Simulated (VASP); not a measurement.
# Si (I4_1/amd) in VASP: single point with HSE06

Aim: the single point of Si with HSE06.

Program: VASP 6.6.1. These are calculated values, not measurements. Logs are shortened: lines on timing, memory, paths and dates and some standing lists are left out, and cuts for length are marked.

### Step 1. The cell of the first run

It takes space group I4_1/amd (No. 141, tetragonal). The conventional cell has a = 3.853 Å, b = 3.853 Å, c = 5.379 Å, α = 90.00°, β = 90.00°, γ = 90.00°. Within 3.1 Å of Si (site symmetry -4m2) lie 4 Si at 2.35 Å.

### Step 2. Single point, HSE06

The input, POSCAR:

```
Si
1.0
    0.0000000000      2.7247216508      2.6896621260
    2.7247216508      0.0000000000      2.6896621260
    2.7247216508      2.7247216508      0.0000000000
Si
2
Direct
    0.0000000000      0.0000000000      0.0000000000
    0.2500000000      0.2500000000      0.2500000000
```

The input, INCAR.step1:

```
  PREC = Accurate
  ENCUT = 400
  EDIFF = 1E-5
  ISMEAR = 0
  SIGMA = 0.01
  LREAL = False
  LASPH = True
  NELM = 120
  ALGO = Normal
  ISIF = 2
  LWAVE = True
  LCHARG = False
  NBANDS = 11
  GGA = PE
  GGA_COMPAT = False
```

The input, INCAR.step2:

```
  PREC = Accurate
  ENCUT = 400
  EDIFF = 1E-6
  ISMEAR = 0
  SIGMA = 0.01
  LREAL = False
  LASPH = True
  NELM = 120
  ALGO = Normal
  ISIF = 2
  LWAVE = False
  LCHARG = False
  GGA = PE
  LHFCALC = True
  HFSCREEN = 0.2079
  PRECFOCK = Normal
  NBANDS = 11
  ISTART = 1
  GGA_COMPAT = False
```

The input, KPOINTS:

```
Automatic mesh
0
Gamma
  6 6 6
```

Potentials or basis: VASP PAW PBE potentials, release 64 (Si).

Launch:

```
cat potpaw_PBE.64/Si/POTCAR > POTCAR
cp INCAR.step1 INCAR
mpirun -np 1 vasp_std > vasp.out
cp INCAR.step2 INCAR
mpirun -np 1 vasp_std > vasp.out
```

OUTCAR:

```text
PREC = Accurate
   ENCUT = 400
   EDIFF = 1E-6
   ISMEAR = 0
   LREAL = False
   LASPH = True
   NELM = 120
   ISIF = 2
   GGA = PE
   LHFCALC = True
   HFSCREEN = 0.2079
   PRECFOCK = Normal
   ISTART = 1

 ion  position               nearest neighbor table
   1  0.000  0.000  0.000-   2 2.35   2 2.35   2 2.35   2 2.35
   2  0.250  0.250  0.250-   1 2.35   1 2.35   1 2.35   1 2.35

  LATTYP: Found a body centered tetragonal cell.
 ALAT       =     3.8533383123
 C/A-ratio  =     1.3960166007

  Lattice vectors:

 A1 = (   0.0000000000,  -2.7247216508,  -2.6896621260)
 A2 = (   0.0000000000,   2.7247216508,  -2.6896621260)
 A3 = (   2.7247216508,   0.0000000000,   2.6896621260)

Analysis of symmetry for initial positions (statically):
=====================================================================
 Subroutine PRICEL returns:
 Original cell was already a primitive cell.

 Routine SETGRP: Setting up the symmetry group for a
 body centered tetragonal supercell.

 Subroutine GETGRP returns: Found 16 space group operations
 (whereof  8 operations were pure point group operations)
 out of a pool of 16 trial point group operations.

The static configuration has the point symmetry D_2d.
 The point group associated with its full space group is D_4h.

Analysis of symmetry for dynamics (positions and initial velocities):
=====================================================================
 Subroutine PRICEL returns:
 Original cell was already a primitive cell.

 Routine SETGRP: Setting up the symmetry group for a
 body centered tetragonal supercell.

 Subroutine GETGRP returns: Found 16 space group operations
 (whereof  8 operations were pure point group operations)
 out of a pool of 16 trial point group operations.

The dynamic configuration has the point symmetry D_2d.
 The point group associated with its full space group is D_4h.

 Subroutine INISYM returns: Found 16 space group operations
 (whereof  8 operations are pure point group operations),
 and found     1 'primitive' translations

----------------------------------------------------------------------------------------

                                     Primitive cell

  volume of cell :      39.9367

  direct lattice vectors                    reciprocal lattice vectors
     0.000000000  2.724721651  2.689662126    -0.183504983  0.183504983  0.185896955
     2.724721651  0.000000000  2.689662126     0.183504983 -0.183504983  0.185896955
[... 102 lines left out ...]
   IALGO  =     38    algorithm
   IMIX   =      1    mixing-type and parameters
     AMIX     =   0.40;   BMIX     =  1.00
     AMIX_MAG =   1.60;   BMIX_MAG =  1.00
  volume/ion in A,a.u.               =      19.97       134.75
  Fermi-wavevector in a.u.,A,eV,Ry     =   0.957887  1.810143 12.483985  0.917547
  Thomas-Fermi vector in A             =   2.086945
   LORBIT       =      0    0 simple, 1 ext, 2 COOP (PROOUT), +10 PAW based schemes
   GGA     = PE    functional components
   LHFCALC =     T    Hartree Fock is set to
   PRECFOCK=normal    Normal, Fast or Accurate (Low or Medium for compatibility)
   ENCUT4O =  -1.0   cutoff for four orbital integrals eV
   NKREDX  =     1    reduce k-point grid by
   NKREDY  =     1    reduce k-point grid by
   NKREDZ  =     1    reduce k-point grid by
   AEXX    =    0.2500 exact exchange contribution
   HFSCREEN=    0.2079 screening length (either q_TF or 0.3 A-1)
   HFSCREENC=   0.2079 screening length for correlation (either q_TF or 0.3 A-1)
   ENCUTFOCK=  -1.0 apply spherical cutoff to Coloumb kernel
   IVDW    =     0    specifies the selected vdW correction
   LEPSILON=     F    determine dielectric tensor
   LRPA    =     F    only Hartree local field effects (RPA)
 non-spin polarized calculation
 Gauss-broadening in eV      SIGMA  =   0.01
  energy-cutoff  :      400.00
  volume of cell :       39.94
 maximum number of plane-waves:       740
 NGX is ok and might be reduce to    28
  NGX = 20; NGY = 20; NGZ = 20

 number of electron       8.0000001 magnetization

 Free energy of the ion-electron system (eV)
  ---------------------------------------------------
  ext. energy  EPLUGINS =         0.00000000
  ---------------------------------------------------
  free energy    TOTEN  =       -12.53117908 eV

  energy without entropy =      -12.53117908  energy(sigma->0) =      -12.53117908

 E-fermi :   5.6831     XC(G=0):  -7.8558

 val. band max:        5.5656433033   @ k =   0.0000   0.0000   0.0000
 cond. band min:       6.7175023168   @ k =   0.5000   0.5000   0.0000
 fundamental gap:      1.1518590136
 Fermi energy:         5.6831486033

 k-point     1 :       0.0000    0.0000    0.0000
  band No.  band energies     occupation
      1      -7.8051      2.00000
      2       5.4702      2.00000
      3       5.4702      2.00000
      4       5.5656      2.00000
      5       8.7994      0.00000
      6       8.8464      0.00000
      7       8.8464      0.00000
      8       9.8571      0.00000
      9      14.1666      0.00000
     10      14.3111      0.00000
     11      14.4142      0.00000
[... 309 lines left out ...]
 k-point    24 :       0.5000    0.0000    0.3333
  band No.  band energies     occupation
      1      -4.3994      2.00000
      2      -1.7866      2.00000
      3       1.5491      2.00000
      4       2.7314      2.00000
      5       7.2057      0.00000
      6       8.9774      0.00000
      7      13.9591      0.00000
      8      14.2458      0.00000
      9      17.2955      0.00000
     10      17.6116      0.00000
     11      19.1535      0.00000

 [... further k-points ...]

------------------------ aborting loop because EDIFF is reached ----------------------------------------

  FORCE on cell =-STRESS in cart. coord.  units (eV):
  Direction    XX          YY          ZZ          XY          YZ          ZX
  --------------------------------------------------------------------------------------
  -------------------------------------------------------------------------------------
  Total        0.0017834      0.0017834      0.3401299      0.0000000      0.0000000      0.0000000
  in kB        0.0715449      0.0715449     13.6453113      0.0000000      0.0000000      0.0000000
  external PRESSURE =       4.5961337 kB  Pullay stress =       0.0000000 kB

 VOLUME and BASIS-vectors are now :
 -----------------------------------------------------------------------------
  energy-cutoff  :      400.00
  volume of cell :       39.94
      direct lattice vectors                 reciprocal lattice vectors
     0.000000000  2.724721651  2.689662126    -0.183504983  0.183504983  0.185896955
     2.724721651  0.000000000  2.689662126     0.183504983 -0.183504983  0.185896955
     2.724721651  2.724721651  0.000000000     0.183504983  0.183504983 -0.185896955

 POSITION                                       TOTAL-FORCE (eV/Angst)
 -----------------------------------------------------------------------------------
      0.00000      0.00000      0.00000        -0.000000     -0.000000      0.000000
      1.36236      1.36236      1.34483         0.000000      0.000000     -0.000000
 -----------------------------------------------------------------------------------
    total drift:                               -0.000012     -0.000013      0.000000

  FREE ENERGIE OF THE ION-ELECTRON SYSTEM (eV)
  ---------------------------------------------------
  free  energy   TOTEN  =       -12.5311790785 eV

  energy  without entropy=      -12.5311790785  energy(sigma->0) =      -12.53117908
```

OSZICAR.step1:

```text
N       E                     dE             d eps       ncg     rms          rms(c)
DAV:   1     0.411498192562E+01    0.41150E+01   -0.26660E+03   660   0.446E+02
DAV:   2    -0.105179570004E+02   -0.14633E+02   -0.13907E+02   864   0.744E+01
DAV:   3    -0.109997998620E+02   -0.48184E+00   -0.48063E+00   847   0.114E+01
DAV:   4    -0.110035654725E+02   -0.37656E-02   -0.37650E-02   792   0.132E+00
DAV:   5    -0.110036000602E+02   -0.34588E-04   -0.34587E-04   864   0.110E-01    0.491E+00
DAV:   6    -0.108750045125E+02    0.12860E+00   -0.72875E-02   726   0.111E+00    0.300E+00
DAV:   7    -0.108163844418E+02    0.58620E-01   -0.14053E-01   768   0.165E+00    0.189E-01
DAV:   8    -0.108177153777E+02   -0.13309E-02   -0.61334E-03   759   0.421E-01    0.820E-02
DAV:   9    -0.108179287524E+02   -0.21337E-03   -0.20064E-04   834   0.852E-02    0.599E-02
DAV:  10    -0.108179551389E+02   -0.26387E-04   -0.22560E-05   761   0.272E-02    0.577E-03
DAV:  11    -0.108179557798E+02   -0.64090E-06   -0.20877E-06   502   0.759E-03
   1 F= -.10817956E+02 E0= -.10817956E+02  d E =-.941706E-35
```

Run time: 25 min. Hardware: 1 thread of Oxide Virtual Turin-like, shared host; peak memory 0.22 GiB.

Results:

```yaml
Free_energy: -12.5312 eV
Pressure: 0.5 GPa
Band_gap_on_the_k_mesh: 1.15 eV (least direct gap 3.23 eV)
```

Stress tensor (GPa, compression positive):
```
0.01 0.00 0.00
0.00 0.01 0.00
0.00 0.00 1.36
```

Levels at points of the mesh, in eV from the valence-band top:
| k point | band 2 | band 3 | band 4 | band 5 | band 6 | band 7 |
| --- | --- | --- | --- | --- | --- | --- |
| (0.00, 0.00, 0.00) | -0.10 | -0.10 | 0.00 | 3.23 | 3.28 | 3.28 |
| (0.50, 0.00, 0.00) | -7.79 | -1.44 | -1.31 | 2.19 | 4.02 | 4.14 |
| (0.50, 0.50, 0.00) | -8.68 | -3.28 | -3.28 | 1.15 | 1.15 | 11.43 |
| (0.50, 0.00, 0.50) | -8.77 | -3.17 | -3.17 | 1.26 | 1.26 | 11.42 |

Caveat: the PAW data sets were made with another functional, which shifts forces and pressure a little.
